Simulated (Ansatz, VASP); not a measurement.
GaP: VASP beside Ansatz

```xyz
2
Lattice="0.0000 2.7531 2.7531 2.7531 0.0000 2.7531 2.7531 2.7531 0.0000" Properties=species:S:1:pos:R:3 pbc="T T T"
Ga    0.0000    0.0000    0.0000
P     4.1296    4.1296    4.1296
```

Alike in both runs: task single point; functional PBE; k mesh 10 × 10 × 10; occupations gaussian, width 0.05 eV; no spin polarisation.

```csv
,VASP,Ansatz
version,VASP 6.6.1,Ansatz 0.2.0
potentials or method,"VASP PAW PBE potentials, release 64 (Ga_d, P), cutoff 520 eV","scalar-relativistic, plane waves, PAW"
valence electrons in the cell,18,18
```

|  | VASP | Ansatz | Ansatz less VASP |
| --- | --- | --- | --- |
| pressure (GPa) | 0.0 | 0.0 | +0.01 |

The functional is the same, so the differences come from potentials, cutoffs and numerics.
